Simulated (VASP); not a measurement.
Write the native input for VASP 6.6.1 that does the following.

| Property | Result |
| --- | --- |
| Task | single point |
| Functional | PBE |
| Potentials or basis | VASP PAW PBE potentials, release 64 (Ca_sv, O) |
| Cutoff | 520 eV |
| k mesh | 6 × 6 × 4 |
| Occupations | gaussian, width 0.01 eV |
| Spin | no spin polarisation |
| Dipole correction | no |
| Further INCAR settings | ALGO = Normal; EDIFF = 1e-06; NBANDS = 24 |

The structure of CaO lies in POSCAR:

```
CaO
1.0
    3.9221809920      0.0000000000      0.0000000000
   -1.9610904960      3.3967083773      0.0000000000
    0.0000000000      0.0000000000      4.7104311762
Ca O
2 2
Direct
    0.3333333333      0.6666666667      0.2500000000
    0.6666666667      0.3333333333      0.7500000000
    0.6666666667      0.3333333333      0.2500000000
    0.3333333333      0.6666666667      0.7500000000
```

These files were run (other wordings do the same):

INCAR

```
SYSTEM = CaO
  PREC = Accurate
  ENCUT = 520
  EDIFF = 1E-6
  ISMEAR = 0
  SIGMA = 0.01
  LREAL = .False.
  LASPH = .True.
  NELM = 100
  ALGO = Normal
  ISIF = 2
  LWAVE = .False.
  LCHARG = .False.
  GGA = PE
  NBANDS = 24
```

KPOINTS

```
regular mesh
0
Gamma
  6 6 4
  0 0 0
```

Potentials or basis: VASP PAW PBE potentials, release 64 (Ca_sv, O).

Launch:

```console
$ cat potpaw_PBE.64/Ca_sv/POTCAR potpaw_PBE.64/O/POTCAR > POTCAR
$ mpirun -np 1 vasp_std > vasp.out
```

It gave:

The pressure is 6.7 GPa. The band gap on the k mesh is 3.35 eV.

Caveat: the cell stands under pressure.

It took 16 s on 1 thread of Intel(R) Xeon(R) 6975P-C (Granite Rapids), with other jobs on the host, peak memory 0.18 GiB.
